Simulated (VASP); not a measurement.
Write the native input for VASP 6.6.1 that does the following.

| Quantity | Value |
| --- | --- |
| Task | relaxation of cell and atoms |
| Functional | PBE |
| Potentials or basis | VASP PAW PBE potentials, release 64 (Ca_sv, O) |
| Cutoff | 600 eV |
| k mesh | 7 × 7 × 7 |
| Occupations | fermi-dirac, width 0.01 eV |
| Spin | no spin polarisation |
| Dipole correction | no |
| Further INCAR settings | ALGO = Normal; EDIFF = 1e-07; IBRION = 2; EDIFFG = -0.02; NSW = 80; ISIF = 3 |

The structure of CaO (Lime) lies in POSCAR:

```
CaO
1.0
    0.0000000000      2.4065000000      2.4065000000
    2.4065000000      0.0000000000      2.4065000000
    2.4065000000      2.4065000000      0.0000000000
Ca O
1 1
Direct
    0.0000000000      0.0000000000      0.0000000000
    0.5000000000      0.5000000000      0.5000000000
```

The input as run:

INCAR

```
PREC     = Accurate       # precision mode
ENCUT    = 600            # plane-wave cutoff, eV
EDIFF    = 1E-7           # SCF threshold, eV
ISMEAR   = -1             # smearing method
SIGMA    = 0.01           # smearing width, eV
LREAL    = False          # projectors in reciprocal space
LASPH    = True           # aspherical terms in the spheres
NELM     = 120            # most SCF steps
ALGO     = Normal         # electronic algorithm
ISIF     = 3              # what is computed and relaxed
LWAVE    = False          # write WAVECAR
LCHARG   = False          # write CHGCAR
GGA      = PE             # functional
IBRION   = 2              # ionic algorithm
NSW      = 80             # ionic steps
EDIFFG   = -0.02          # ionic threshold
GGA_COMPAT= False        
NELMIN   = 4
```

KPOINTS

```
regular mesh
0
Gamma
  7 7 7
```

Potentials or basis: VASP PAW PBE potentials, release 64 (Ca_sv, O).

Command:

```console
$ cat potpaw_PBE.64/Ca_sv/POTCAR potpaw_PBE.64/O/POTCAR > POTCAR
$ mpirun -np 1 vasp_std > vasp.out
```

Results of the run:

| Property | Result |
| --- | --- |
| Relaxed volume | 14.15 Å³/atom |
| Relaxed cell | a = 3.421 Å, b = 3.421 Å, c = 3.421 Å, α = 60.00°, β = 60.00°, γ = 60.00° |
| Space group after relaxing (to 0.05 Å) | Fm-3m (No. 225) |
| Energy gained by relaxing | 1.1 meV/atom |
| Ionic steps | 3 |
| Pressure after relaxing | 0.0 GPa |
| Band gap on the k mesh | 3.73 eV, indirect (least direct gap 4.11 eV) |

Run time: 57 s on 1 thread of Intel Xeon 8259CL, with other jobs on the host, peak memory 0.17 GiB.
